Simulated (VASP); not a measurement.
**EuFe: single point with PBEsol**

The system is EuFe.

```xyz
2
Lattice="3.4421 0.0000 0.0000 0.0000 3.4421 0.0000 0.0000 0.0000 3.4421" Properties=species:S:1:pos:R:3 pbc="T T T"
Eu    0.0000    0.0000    0.0000
Fe    1.7211    1.7211    1.7211
```

This cell differs from its parent crystal: volume scaled by 1.040.

```yaml
Program: VASP 6.6.1
Task: single point
Functional: PBEsol
Potentials_or_basis: VASP PAW PBE potentials, release 64 (Eu, Fe)
Cutoff: 520 eV
k_mesh: 8 × 8 × 8
Occupations: gaussian, width 0.05 eV
Spin: collinear spin, ferrimagnetic start
Starting_moments: "[7.36, -2.7] μB"
```

* Pressure: -1.9 GPa
* Net moment: 4.70 μB per cell
* Site moments: Eu +6.58; Fe -2.46 μB
* Valence electrons inside the program's atomic spheres: Eu 14.79; Fe 6.96

Levels at points of the mesh, in eV from the Fermi level:
Spin up:
```
           k point  band 11  band 12  band 13  band 14  band 15  band 16  band 17  band 18  band 19  band 20
(0.00, 0.00, 0.00)    -0.63    -0.63    -0.63    -0.56     0.15     0.15     0.15     2.42     2.42     6.58
(0.50, 0.00, 0.00)    -0.76    -0.50    -0.50     0.16     0.43     0.43     0.59     0.69     1.31     2.47
(0.50, 0.50, 0.00)    -0.68    -0.63    -0.63    -0.49    -0.48     0.94     1.08     2.13     2.13     2.87
(0.50, 0.50, 0.50)    -0.66    -0.52    -0.52    -0.52    -0.18    -0.18    -0.18     0.97     0.97     4.33
```
Spin down:
```
           k point  band 6  band 7  band 8  band 9  band 10  band 11  band 12  band 13  band 14  band 15
(0.00, 0.00, 0.00)   -3.14   -3.14   -1.91   -1.91    -1.91     2.25     2.25     3.84     3.84     3.84
(0.50, 0.00, 0.00)   -2.44   -1.95   -1.95   -1.85    -1.83    -0.47     1.88     3.31     3.31     3.80
(0.50, 0.50, 0.00)   -2.85   -2.34   -2.34   -1.64    -0.86     2.17     2.17     2.91     3.79     3.90
(0.50, 0.50, 0.50)   -2.05   -2.05   -1.62   -1.62    -0.83    -0.83    -0.83     2.05     3.97     3.97
```

Wall time 3.9 min on 1 thread of Oxide Virtual Turin-like Processor, on a shared host, peak memory 0.19 GiB.

Caveat: the PAW data sets were made with another functional, which shifts forces and pressure a little; spin-orbit coupling is left out, which moves the levels of the heavy elements; without U or exact exchange the open f shell lies at the Fermi level, which spoils levels, moments and volumes. The state reached can hang on the start; a lower one may exist.
